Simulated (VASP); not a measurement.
# Co (P6_3/mmc) in VASP: a series of runs

The runs below take Co through single point, with PBE.

Program: VASP 6.6.1. These are calculated values, not measurements. Logs are shortened: lines on timing, memory, paths and dates and some standing lists are left out, and cuts for length are marked.

## Step 1: The cell of the first run

It takes space group P6_3/mmc (No. 194, hexagonal). Conventional cell: a = 2.507 Å, b = 2.507 Å, c = 4.070 Å, α = 90.00°, β = 90.00°, γ = 120.00°. Within 3.3 Å of Co (site symmetry -6m2) lie 12 Co at 2.50 to 2.51 Å.

## Step 2: Single point, PBE, collinear spin, ferromagnetic start

INCAR

```
  PREC = Accurate
  ENCUT = 520
  EDIFF = 1E-6
  ISMEAR = -1
  SIGMA = 0.08
  LREAL = F
  LASPH = T
  NELM = 150
  ALGO = Normal
  ISIF = 2
  LWAVE = F
  LCHARG = F
  ISPIN = 2
  MAGMOM = 2 2
  LORBIT = 11
  LMAXMIX = 4
  GGA = PE
  NBANDS = 20
```

KPOINTS

```
regular mesh
0
Gamma
  15 15 8
```

POSCAR

```
Co
1.0
    2.5074000000      0.0000000000      0.0000000000
   -1.2537000000      2.1714720974      0.0000000000
    0.0000000000      0.0000000000      4.0699000000
Co
2
Direct
    0.3333333333      0.6666666667      0.2500000000
    0.6666666667      0.3333333333      0.7500000000
```

Potentials or basis: VASP PAW PBE potentials, release 64 (Co).

Command:

```console
$ cat potpaw_PBE.64/Co/POTCAR > POTCAR
$ mpirun -np 1 vasp_std > vasp.out
```

OUTCAR:

```text
PREC = Accurate
   ENCUT = 520
   EDIFF = 1E-6
   ISMEAR = -1
   LREAL = F
   LASPH = T
   NELM = 150
   ISIF = 2
   ISPIN = 2
   LORBIT = 11
   GGA = PE

 ion  position               nearest neighbor table
   1  0.333  0.667  0.250-   2 2.50   2 2.50   2 2.50   2 2.50   2 2.50   2 2.50
   2  0.667  0.333  0.750-   1 2.50   1 2.50   1 2.50   1 2.50   1 2.50   1 2.50

  LATTYP: Found a hexagonal cell.
 ALAT       =     2.5074000000
 C/A-ratio  =     1.6231554598

  Lattice vectors:

 A1 = (   2.5074000000,   0.0000000000,   0.0000000000)
 A2 = (  -1.2537000000,   2.1714720974,   0.0000000000)
 A3 = (   0.0000000000,   0.0000000000,   4.0699000000)

Analysis of symmetry for initial positions (statically):
=====================================================================
 Subroutine PRICEL returns:
 Original cell was already a primitive cell.

 Routine SETGRP: Setting up the symmetry group for a
 hexagonal supercell.

 Subroutine GETGRP returns: Found 24 space group operations
 (whereof 12 operations were pure point group operations)
 out of a pool of 24 trial point group operations.

The static configuration has the point symmetry D_3d.
 The point group associated with its full space group is D_6h.

Analysis of symmetry for dynamics (positions and initial velocities):
=====================================================================
 Subroutine PRICEL returns:
 Original cell was already a primitive cell.

 Routine SETGRP: Setting up the symmetry group for a
 hexagonal supercell.

 Subroutine GETGRP returns: Found 24 space group operations
 (whereof 12 operations were pure point group operations)
 out of a pool of 24 trial point group operations.

The dynamic configuration has the point symmetry D_3d.
 The point group associated with its full space group is D_6h.

Analysis of structural, dynamic, and magnetic symmetry:
=====================================================================
 Subroutine PRICEL returns:
 Original cell was already a primitive cell.

 Routine SETGRP: Setting up the symmetry group for a
 hexagonal supercell.

 Subroutine GETGRP returns: Found 24 space group operations
 (whereof 12 operations were pure point group operations)
 out of a pool of 24 trial point group operations.

The overall configuration has the point symmetry D_3d.
 The point group associated with its full space group is D_6h.

 Subroutine INISYM returns: Found 24 space group operations
 (whereof 12 operations are pure point group operations),
 and found     1 'primitive' translations

----------------------------------------------------------------------------------------

                                     Primitive cell

  volume of cell :      22.1596

  direct lattice vectors                    reciprocal lattice vectors
     2.507400000  0.000000000  0.000000000     0.398819494  0.230258542  0.000000000
    -1.253700000  2.171472097  0.000000000     0.000000000  0.460517085  0.000000000
     0.000000000  0.000000000  4.069900000     0.000000000  0.000000000  0.245706283

  length of vectors
     2.507400000  2.507400000  4.069900000     0.460517085  0.460517085  0.245706283

  position of ions in fractional coordinates (direct lattice)
     0.333333333  0.666666667  0.250000000
     0.666666667  0.333333333  0.750000000

  ion indices of the primitive-cell ions
   primitive index   ion index
                 1           1
                 2           2

----------------------------------------------------------------------------------------

 KPOINTS: regular mesh

Automatic generation of k-mesh.
 Grid dimensions read from file:
 generate k-points for:   15   15    8

 Generating k-lattice:

  Cartesian coordinates                     Fractional coordinates (reciprocal lattice)
     0.026587966  0.015350569  0.000000000     0.066666667  0.000000000  0.000000000
     0.000000000  0.030701139  0.000000000     0.000000000  0.066666667  0.000000000
     0.000000000  0.000000000  0.030713285     0.000000000  0.000000000  0.125000000

  Length of vectors
     0.030701139  0.030701139  0.030713285

  Shift w.r.t. Gamma in fractional coordinates (k-lattice)
     0.000000000  0.000000000  0.000000000

 Subroutine IBZKPT returns following result:
 ===========================================

 Found    135 irreducible k-points:

 Following reciprocal coordinates:
            Coordinates               Weight
  0.000000  0.000000  0.000000      1.000000
  0.066667 -0.000000  0.000000      6.000000
  0.133333 -0.000000  0.000000      6.000000
  0.200000 -0.000000  0.000000      6.000000
  0.266667 -0.000000  0.000000      6.000000
  0.333333  0.000000  0.000000      6.000000
[... 16 lines left out ...]
  0.333333  0.200000  0.000000     12.000000
  0.400000  0.200000  0.000000      6.000000
 [... further k-points ...]
   k-points           NKPTS =    135   k-points in BZ     NKDIM =    135   number of bands    NBANDS=     20
   number of dos      NEDOS =    301   number of ions     NIONS =      2
   total plane-waves  NPLWV =  12000
   dimension x,y,z NGX =    20 NGY =   20 NGZ =   30
   dimension x,y,z NGXF=    40 NGYF=   40 NGZF=   60
   ions per type =               2
   NGX,Y,Z   is equivalent  to a cutoff of  13.26, 13.26, 12.25 a.u.
   NGXF,Y,Z  is equivalent  to a cutoff of  26.52, 26.52, 24.51 a.u.
 SYSTEM =  unknown system
   PREC   = accura    normal or accurate (medium, high low for compatibility)
   ISTART =      0    job   : 0-new  1-cont  2-samecut
   ICHARG =      2    charge: 1-file 2-atom 10-const
   ISPIN  =      2    spin polarized calculation?
   LNONCOLLINEAR =      F non collinear calculations
   LSORBIT =      F    spin-orbit coupling
   LASPH  =      T    aspherical Exc in radial PAW
   ENCUT  =  520.0 eV  38.22 Ry    6.18 a.u.   4.66  4.66  7.57*2*pi/ulx,y,z
   NELM   =    150;   NELMIN=  2; NELMDL= -5     # of ELM steps
   EDIFF  = 0.1E-05   stopping-criterion for ELM
   LREAL  =      F    real-space projection
   EDIFFG = 0.1E-04   stopping-criterion for IOM
   NSW    =      0    number of steps for IOM
   IBRION =     -1    ionic relax: 0-MD 1-quasi-New 2-CG
   NFREE  =      0    steps in history (QN), initial steepest desc. (CG)
   ISIF   =      2    stress and relaxation
   ISYM   =      2    0-nonsym 1-usesym 2-fastsym
   POTIM  = 0.5000    time-step for ionic-motion
   TEBEG  =    0.0;   TEEND  =   0.0 temperature during run
   PSTRESS=    0.0 pullay stress
   NELECT =      18.0000    total number of electrons
   NUPDOWN=      -1.0000    fix difference up-down
   EMIN   =  10.00;   EMAX   =-10.00  energy-range for DOS
   EFERMI =   0.00;   METHOD = LEGACY
   ISMEAR =    -1;   SIGMA  =   0.08  broadening in eV -4-tet -1-fermi 0-gaus
   EFERMI_NEDOS =   21; number of points for ismear=-14 and -15
   IALGO  =     38    algorithm
   IMIX   =      4    mixing-type and parameters
     AMIX     =   0.40;   BMIX     =  1.00
     AMIX_MAG =   1.60;   BMIX_MAG =  1.00
  volume/ion in A,a.u.               =      11.08        74.77
  Fermi-wavevector in a.u.,A,eV,Ry     =   1.527490  2.886538 31.745475  2.333227
  Thomas-Fermi vector in A             =   2.635379
   LORBIT       =     11    0 simple, 1 ext, 2 COOP (PROOUT), +10 PAW based schemes
   GGA     = PE    functional components
   LHFCALC =     F    Hartree Fock is set to
   AEXX    =    0.0000 exact exchange contribution
   IVDW    =     0    specifies the selected vdW correction
   LEPSILON=     F    determine dielectric tensor
   LRPA    =     F    only Hartree local field effects (RPA)
 spin polarized calculation
  energy-cutoff  :      520.00
  volume of cell :       22.16
 maximum number of plane-waves:       612
 NGX is ok and might be reduce to    20
   NGX =  9   NGY =  9   NGZ = 15

 number of electron      18.0000002 magnetization       3.2626846

 Free energy of the ion-electron system (eV)
  ---------------------------------------------------
  ext. energy  EPLUGINS =         0.00000000
  ---------------------------------------------------
  free energy    TOTEN  =       -14.08426718 eV

  energy without entropy =      -14.04637546  energy(sigma->0) =      -14.06532132

 E-fermi :   9.9615     XC(G=0): -13.2809

 val. band max:        9.9611564816   @ k =   0.4000   0.0667   0.3750
 cond. band min:       9.9626072739   @ k =   0.1333   0.1333   0.0000
 fundamental gap:      0.0014507923
 Fermi energy:         9.9614577905

 spin component 1

 k-point     1 :       0.0000    0.0000    0.0000
  band No.  band energies     occupation
      1       1.1759      1.00000
      2       4.9248      1.00000
      3       7.3591      1.00000
      4       7.3980      1.00000
      5       7.3980      1.00000
      6       7.6942      1.00000
[... 12 lines left out ...]
     19      35.5589      0.00000
     20      35.5589      0.00000
[... 507 lines left out ...]
 k-point    24 :       0.4000    0.2000    0.0000
  band No.  band energies     occupation
      1       5.7005      1.00000
      2       5.7983      1.00000
      3       5.8026      1.00000
      4       6.7862      1.00000
      5       7.1076      1.00000
      6       7.3239      1.00000
[... 12 lines left out ...]
     19      28.9903      0.00000
     20      38.3760      0.00000

 [... further k-points ...]

 spin component 2

 k-point     1 :       0.0000    0.0000    0.0000
  band No.  band energies     occupation
      1       1.1694      1.00000
      2       5.8736      1.00000
      3       9.0011      0.99999
      4       9.0548      0.99999
      5       9.0548      0.99999
      6       9.4039      0.99906
[... 12 lines left out ...]
     19      35.8486      0.00000
     20      35.8486      0.00000
[... 507 lines left out ...]
 k-point    24 :       0.4000    0.2000    0.0000
  band No.  band energies     occupation
      1       6.7433      1.00000
      2       7.0010      1.00000
      3       7.0095      1.00000
      4       7.6671      1.00000
      5       8.6930      1.00000
      6       8.8343      1.00000
[... 12 lines left out ...]
     19      29.3388      0.00000
     20      38.6594      0.00000

 [... further k-points ...]

------------------------ aborting loop because EDIFF is reached ----------------------------------------

  FORCE on cell =-STRESS in cart. coord.  units (eV):
  Direction    XX          YY          ZZ          XY          YZ          ZX
  --------------------------------------------------------------------------------------
  -------------------------------------------------------------------------------------
  Total       -0.5776829     -0.5776829     -0.6911189      0.0000000     -0.0000000      0.0000000
  in kB      -41.7675010    -41.7675010    -49.9691228      0.0000000     -0.0000000      0.0000000
  external PRESSURE =     -44.5013749 kB  Pullay stress =       0.0000000 kB

 VOLUME and BASIS-vectors are now :
 -----------------------------------------------------------------------------
  energy-cutoff  :      520.00
  volume of cell :       22.16
      direct lattice vectors                 reciprocal lattice vectors
     2.507400000  0.000000000  0.000000000     0.398819494  0.230258542  0.000000000
    -1.253700000  2.171472097  0.000000000     0.000000000  0.460517085  0.000000000
     0.000000000  0.000000000  4.069900000     0.000000000  0.000000000  0.245706283

 POSITION                                       TOTAL-FORCE (eV/Angst)
 -----------------------------------------------------------------------------------
     -0.00000      1.44765      1.01747        -0.000000     -0.000000      0.000000
      1.25370      0.72382      3.05242         0.000000      0.000000      0.000000
 -----------------------------------------------------------------------------------
    total drift:                                0.000000      0.000000     -0.000000

  FREE ENERGIE OF THE ION-ELECTRON SYSTEM (eV)
  ---------------------------------------------------
  free  energy   TOTEN  =       -14.0842671766 eV

  energy  without entropy=      -14.0463754583  energy(sigma->0) =      -14.06532132

 total charge

# of ion       s       p       d       tot
------------------------------------------
    1        0.480   0.503   7.249   8.233
    2        0.480   0.503   7.249   8.233
--------------------------------------------------
tot          0.961   1.007  14.498  16.465

 magnetization (x)

# of ion       s       p       d       tot
------------------------------------------
    1       -0.014  -0.053   1.722   1.655
    2       -0.014  -0.053   1.722   1.655
--------------------------------------------------
tot         -0.028  -0.106   3.444   3.310
```

It took 2.1 min on 1 thread of Intel Xeon 8259CL, shared host; peak memory 0.21 GiB.

What came out:

```
Free energy                                           : -14.0843 eV
Pressure                                              : -4.5 GPa
Net moment                                            : 3.26 μB per cell
Site moments                                          : Co +1.66 μB
Valence electrons inside the program's atomic spheres : Co 8.23
```

Stress tensor (GPa, compression positive):
```
-4.18  0.00  0.00
 0.00 -4.18  0.00
 0.00  0.00 -5.00
```

Caveat: the cell stands under tension.

## Step 3: Single point, PBE, non-collinear spin, typed start

INCAR

```
SYSTEM = Co
PREC = Accurate ; ENCUT = 520
EDIFF = 1E-7 ; ISMEAR = -1
SIGMA = 0.08 ; LREAL = .FALSE.
LASPH = .TRUE. ; NELM = 150
ALGO = Normal ; ISIF = 2
LWAVE = .FALSE. ; LCHARG = .FALSE.
LNONCOLLINEAR = .TRUE. ; MAGMOM = 0 0 1.7 0 0 1.7
LORBIT = 11 ; LMAXMIX = 4
GGA = PE ; NBANDS = 30
```

KPOINTS

```
regular mesh
0
G
  15 15 8
  0 0 0
```

POSCAR is that of step 2.

Potentials or basis: VASP PAW PBE potentials, release 64 (Co).

Command:

```console
$ cat potpaw_PBE.64/Co/POTCAR > POTCAR
$ mpirun -np 1 vasp_ncl > vasp.out
```

OUTCAR:

```text
SYSTEM = Co
   PREC = Accurate
   ENCUT = 520
   EDIFF = 1E-7
   ISMEAR = -1
   LREAL = .FALSE.
   LASPH = .TRUE.
   NELM = 150
   ISIF = 2
   LNONCOLLINEAR = .TRUE.
   LORBIT = 11
   GGA = PE

 ion  position               nearest neighbor table
   1  0.333  0.667  0.250-   2 2.50   2 2.50   2 2.50   2 2.50   2 2.50   2 2.50
   2  0.667  0.333  0.750-   1 2.50   1 2.50   1 2.50   1 2.50   1 2.50   1 2.50

  LATTYP: Found a hexagonal cell.
 ALAT       =     2.5074000000
 C/A-ratio  =     1.6231554598

  Lattice vectors:

 A1 = (   2.5074000000,   0.0000000000,   0.0000000000)
 A2 = (  -1.2537000000,   2.1714720974,   0.0000000000)
 A3 = (   0.0000000000,   0.0000000000,   4.0699000000)

Analysis of symmetry for initial positions (statically):
=====================================================================
 Subroutine PRICEL returns:
 Original cell was already a primitive cell.

 Routine SETGRP: Setting up the symmetry group for a
 hexagonal supercell.

 Subroutine GETGRP returns: Found 24 space group operations
 (whereof 12 operations were pure point group operations)
 out of a pool of 24 trial point group operations.

The static configuration has the point symmetry D_3d.
 The point group associated with its full space group is D_6h.

Analysis of symmetry for dynamics (positions and initial velocities):
=====================================================================
 Subroutine PRICEL returns:
 Original cell was already a primitive cell.

 Routine SETGRP: Setting up the symmetry group for a
 hexagonal supercell.

 Subroutine GETGRP returns: Found 24 space group operations
 (whereof 12 operations were pure point group operations)
 out of a pool of 24 trial point group operations.

The dynamic configuration has the point symmetry D_3d.
 The point group associated with its full space group is D_6h.

[... 160 lines left out ...]

  energy without entropy =      -14.04695445  energy(sigma->0) =      -14.06589134

 E-fermi :   9.9618     XC(G=0): -13.2809

 val. band max:        9.9484398443   @ k =   0.0667   0.0667   0.2500
 cond. band min:       9.9619813972   @ k =   0.4000   0.0667   0.3750
 fundamental gap:      0.0135415529
 Fermi energy:         9.9618057681

 k-point     1 :       0.0000    0.0000    0.0000
  band No.  band energies     occupation
      1       1.1710      1.00000
      2       1.1743      1.00000
      3       4.9230      1.00000
      4       5.8754      1.00000
      5       7.3582      1.00000
      6       7.3971      1.00000
[... 781 lines left out ...]
     29      22.6548      0.00000
     30      23.0193      0.00000

 [... further k-points ...]

------------------------ aborting loop because EDIFF is reached ----------------------------------------

  FORCE on cell =-STRESS in cart. coord.  units (eV):
  Direction    XX          YY          ZZ          XY          YZ          ZX
  --------------------------------------------------------------------------------------
  -------------------------------------------------------------------------------------
  Total       -0.5726473     -0.5726473     -0.6861333     -0.0000002      0.0000000      0.0000000
  in kB      -41.4034151    -41.4034151    -49.6086569     -0.0000128      0.0000000      0.0000000
  external PRESSURE =     -44.1384957 kB  Pullay stress =       0.0000000 kB

 VOLUME and BASIS-vectors are now :
 -----------------------------------------------------------------------------
  energy-cutoff  :      520.00
  volume of cell :       22.16
      direct lattice vectors                 reciprocal lattice vectors
     2.507400000  0.000000000  0.000000000     0.398819494  0.230258542  0.000000000
    -1.253700000  2.171472097  0.000000000     0.000000000  0.460517085  0.000000000
     0.000000000  0.000000000  4.069900000     0.000000000  0.000000000  0.245706283

 POSITION                                       TOTAL-FORCE (eV/Angst)
 -----------------------------------------------------------------------------------
     -0.00000      1.44765      1.01747        -0.000000     -0.000000      0.000000
      1.25370      0.72382      3.05242         0.000000      0.000000      0.000000
 -----------------------------------------------------------------------------------
    total drift:                               -0.000000      0.000000      0.000000

  FREE ENERGIE OF THE ION-ELECTRON SYSTEM (eV)
  ---------------------------------------------------
  free  energy   TOTEN  =       -14.0848282414 eV

  energy  without entropy=      -14.0469544465  energy(sigma->0) =      -14.06589134

 total charge

# of ion       s       p       d       tot
------------------------------------------
    1        0.480   0.503   7.249   8.233
    2        0.480   0.503   7.249   8.233
--------------------------------------------------
tot          0.961   1.007  14.498  16.465

 magnetization (x)

# of ion       s       p       d       tot
------------------------------------------
    1        0.000   0.000   0.000   0.000
    2        0.000   0.000   0.000   0.000
--------------------------------------------------
tot          0.000   0.000   0.000   0.000

 magnetization (y)

# of ion       s       p       d       tot
------------------------------------------
    1        0.000   0.000  -0.000  -0.000
    2        0.000   0.000  -0.000  -0.000
--------------------------------------------------
tot          0.000   0.000  -0.000  -0.000

 magnetization (z)

# of ion       s       p       d       tot
------------------------------------------
    1       -0.014  -0.053   1.722   1.656
    2       -0.014  -0.053   1.722   1.656
--------------------------------------------------
tot         -0.028  -0.105   3.445   3.311
```

stdout:

```text
POSCAR found type information on POSCAR Co
 POSCAR found :  1 types and       2 ions
 scaLAPACK will be used
 LDA part: xc-table for (Slater+PW92), standard interpolation
 POSCAR, INCAR and KPOINTS ok, starting setup
 FFT: planning ... GRIDC
 FFT: planning ... GRID_SOFT
 FFT: planning ... GRID
 WAVECAR not read
 entering main loop
```

It took 9 min on 1 thread of Intel Xeon 6975P-C (Granite Rapids), shared host; peak memory 0.32 GiB.

Results:

| Property | Result |
| --- | --- |
| Free energy | -14.0848 eV |
| Pressure | -4.4 GPa |
| Band gap on the k mesh | zero (bands 18 and 19 overlap by 2.14 eV) |
| Net moment | 3.26 μB per cell |
| Valence electrons inside the program's atomic spheres | Co 8.23 |

Stress tensor (GPa, compression positive):
```
-4.14  0.00  0.00
 0.00 -4.14  0.00
 0.00  0.00 -4.96
```

Moments on the atoms (μB; x, y, z):
```
Co  0.00 0.00 1.66
Co  0.00 0.00 1.66
```

Caveat: the cell stands under tension.
